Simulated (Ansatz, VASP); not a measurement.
# One calculation of Sn2PbO3, two programs

Contents of INCAR:

```
PREC     = Accurate       # precision mode
ENCUT    = 520            # plane-wave cutoff, eV
EDIFF    = 1E-6           # SCF threshold, eV
ISMEAR   = 0              # smearing method
SIGMA    = 0.1            # smearing width, eV
LREAL    = F              # projectors in reciprocal space
LASPH    = T              # aspherical terms in the spheres
NELM     = 100            # most SCF steps
ALGO     = Normal         # electronic algorithm
ISIF     = 2              # what is computed and relaxed
LWAVE    = F              # write WAVECAR
LCHARG   = F              # write CHGCAR
GGA      = PE             # functional
NBANDS   = 72             # bands
```

Contents of KPOINTS:

```
regular mesh
0
Gamma
  4 4 2
```

File POSCAR:

```
Sn2PbO3
1.0
    3.9131173400      0.0000000000      0.0000000000
    0.0000000000      3.9131173400      0.0000000000
    0.0000000000      0.0000000000     14.9320108600
Sn Pb O
4 2 6
Direct
    0.0000000000      0.0000000000      0.0795000000
    0.5000000000      0.5000000000      0.2538333300
    0.5000000000      0.5000000000      0.5871666700
    0.5000000000      0.5000000000      0.9205000000
    0.0000000000      0.0000000000      0.4128333300
    0.0000000000      0.0000000000      0.7461666700
    0.0000000000      0.5000000000      0.0000000000
    0.0000000000      0.5000000000      0.3333333300
    0.0000000000      0.5000000000      0.6666666700
    0.5000000000      0.0000000000      0.0000000000
    0.5000000000      0.0000000000      0.3333333300
    0.5000000000      0.0000000000      0.6666666700
```

Input for Ansatz:

```yaml
crystal:
  lattice:
    - [3.91311734, 0.0, 0.0]
    - [0.0, 3.91311734, 0.0]
    - [0.0, 0.0, 14.93201086]
  atoms:
    - { symbol: Sn, position: [0.0, 0.0, 0.0795] }
    - { symbol: Sn, position: [0.5, 0.5, 0.25383333] }
    - { symbol: Sn, position: [0.5, 0.5, 0.58716667] }
    - { symbol: Sn, position: [0.5, 0.5, 0.9205] }
    - { symbol: Pb, position: [0.0, 0.0, 0.41283333] }
    - { symbol: Pb, position: [0.0, 0.0, 0.74616667] }
    - { symbol: O, position: [0.0, 0.5, 0.0] }
    - { symbol: O, position: [0.0, 0.5, 0.33333333] }
    - { symbol: O, position: [0.0, 0.5, 0.66666667] }
    - { symbol: O, position: [0.5, 0.0, 0.0] }
    - { symbol: O, position: [0.5, 0.0, 0.33333333] }
    - { symbol: O, position: [0.5, 0.0, 0.66666667] }
basis:
  ecutwfc: 420
kpoints:
  mp_grid: { grid: [4, 4, 2] }
hamiltonian:
  xc: pbe
scf:
  occupations: { method: gaussian, width: 0.1 }
  lower_state_search: "off"
output:
  forces: true
  stress: true
  eigenvalues: true
```

Alike in both runs: task single point; functional PBE; k mesh 4 × 4 × 2; occupations gaussian, width 0.1 eV; no spin polarisation.

|  | VASP | Ansatz |
| --- | --- | --- |
| version | VASP 6.6.1 | Ansatz 0.2.0 |
| potentials or method | VASP PAW PBE potentials, release 64 (Sn_d, Pb_d, O), cutoff 520 eV | scalar-relativistic, plane waves, PAW |
| valence electrons in the cell | 120 | 120 |

Ansatz gave:

```
gap on the k mesh at the Fermi level (eV)                     : 0.54
least direct gap on the mesh (eV)                             : 1.79
pressure (GPa)                                                : 0.6
traceless stress, the component that is largest in VASP (GPa) : -0.31
rms of the force components (eV/Å)                            : 0.467
```

Task: What did VASP give for the same quantities?

Result: gap on the k mesh at the Fermi level (eV): 0.55; least direct gap on the mesh (eV): 1.76; pressure (GPa): 0.7; traceless stress, the component that is largest in VASP (GPa): -0.29; rms of the force components (eV/Å): 0.461.

Atom by atom the forces differ by 0.024 eV/Å (rms over components).

Neither program's run includes spin-orbit coupling.
